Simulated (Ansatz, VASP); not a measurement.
# Two plane-wave programs on Si4C

File INCAR:

```
PREC = Accurate
ENCUT = 600
EDIFF = 1E-7
ISMEAR = 0
SIGMA = 0.1
LREAL = F
LASPH = T
NELM = 60
ALGO = Normal
ISIF = 3
LWAVE = F
LCHARG = F
GGA = PE
IBRION = 2
NSW = 100
EDIFFG = -0.01
```

The input KPOINTS:

```
regular mesh
0
Gamma
  10 10 10
```

Contents of POSCAR:

```
Si4C
1.0
    4.0798227742      0.0000000000      0.0000000000
    0.0000000000      4.0798227742      0.0000000000
    0.0000000000      0.0000000000      4.0798227742
Si C
4 1
Direct
    0.0000000000      0.5000000000      0.5000000000
    0.5000000000      0.5000000000      0.0000000000
    0.5000000000      0.0000000000      0.5000000000
    0.0000000000      0.0000000000      0.0000000000
    0.5000000000      0.5000000000      0.5000000000
```

Input for Ansatz:

```yaml
crystal:
  lattice:
    - [4.0798227742, 0.0, 0.0]
    - [0.0, 4.0798227742, 0.0]
    - [0.0, 0.0, 4.0798227742]
  atoms:
    - { symbol: Si, position: [0.0, 0.5, 0.5] }
    - { symbol: Si, position: [0.5, 0.5, 0.0] }
    - { symbol: Si, position: [0.5, 0.0, 0.5] }
    - { symbol: Si, position: [0.0, 0.0, 0.0] }
    - { symbol: C, position: [0.5, 0.5, 0.5] }
basis:
  ecutwfc: 420
kpoints:
  mp_grid: { grid: [10, 10, 10] }
hamiltonian:
  xc: pbe
scf:
  occupations: { method: gaussian, width: 0.1 }
output:
  forces: true
  stress: true
  eigenvalues: true
relax:
  adjacent_minimum: "off"
  f_tol: 0.01
  max_steps: 80
  cell: { stress_tol: 0.05 }
```

Change from the starting cell: species swapped into the Fe4N type (Pm-3m, No. 221).

Alike in both runs: task relaxation of cell and atoms; functional PBE; k mesh 10 × 10 × 10; occupations gaussian, width 0.1 eV; no spin polarisation.

|  | VASP | Ansatz |
| --- | --- | --- |
| version | VASP 6.6.1 | Ansatz 0.2.0 |
| potentials or method | VASP PAW PBE potentials, release 64 (Si, C), cutoff 600 eV | scalar-relativistic, plane waves, PAW |
| valence electrons in the cell | 20 | 20 |

```tsv
	VASP	Ansatz	Ansatz less VASP
gap on the k mesh at the Fermi level, each at its own relaxed structure (eV)	none	none	-
relaxed volume (Å³/atom)	13.24	13.24	-0.003
relaxed length of the cell vector where the two differ most in proportion (Å)	4.045	4.045	-0.0004
```

A gap of «none» marks a metal or a gap that the smearing closes.
